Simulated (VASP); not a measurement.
MgS:

```xyz
2
Lattice="5.6086 0.0000 0.0000 -2.8043 4.8572 0.0000 0.0000 0.0000 4.4496" Properties=species:S:1:pos:R:3 pbc="T T T"
Mg    0.0000    0.0000    0.0000
S     0.0000    0.0000    2.2248
```

```yaml
Program: VASP 6.6.1
Task: relaxation of cell and atoms
Functional: PBE
Potentials_or_basis: VASP PAW PBE potentials, release 64 (Mg, S)
Cutoff: 600 eV
k_mesh: 6 × 6 × 6
Occupations: gaussian, width 0.02 eV
Spin: no spin polarisation
```

At the start: pressure 0.1 GPa; volume 60.61 Å³/atom.

Q: Where does the relaxation end?

A: Over 14 steps the energy falls by 9.4 meV/atom and the volume is 90.53 Å³/atom (+49.4 %); space group P6/mmm (No. 191, to 0.05 Å).

The path:
```
step  energy change (eV)  largest force (eV/Å)  pressure (GPa)  volume (Å³)
   1              0.0000                0.0000            0.10       121.22
   2             -0.0007                0.0000            0.12       121.88
   3             -0.0025                0.0000            0.18       123.86
   4             -0.0050                0.0000            0.29       127.87
   5             -0.0058                0.0000            0.51       136.05
   6             -0.0058                0.0000            0.51       136.14
   7             -0.0060                0.0000            0.50       136.41
   8             -0.0064                0.0000            0.49       136.94
   9             -0.0071                0.0000            0.47       138.02
  10             -0.0084                0.0000            0.44       140.19
  11             -0.0108                0.0000            0.38       144.58
  12             -0.0144                0.0000            0.26       153.57
  13             -0.0181                0.0000            0.07       172.42
  14             -0.0187                0.0000            0.00       181.05
```

Final structure:
```
CELL_PARAMETERS angstrom
6.84968 0.00000 0.00000
-3.42484 5.93199 0.00000
0.00000 0.00000 4.45585
ATOMIC_POSITIONS crystal
Mg 0.00000 0.00000 0.00000
S 0.00000 0.00000 0.50000
```

Caveat: the volume moved by over 15 % at a fixed basis, so the end points are rough.
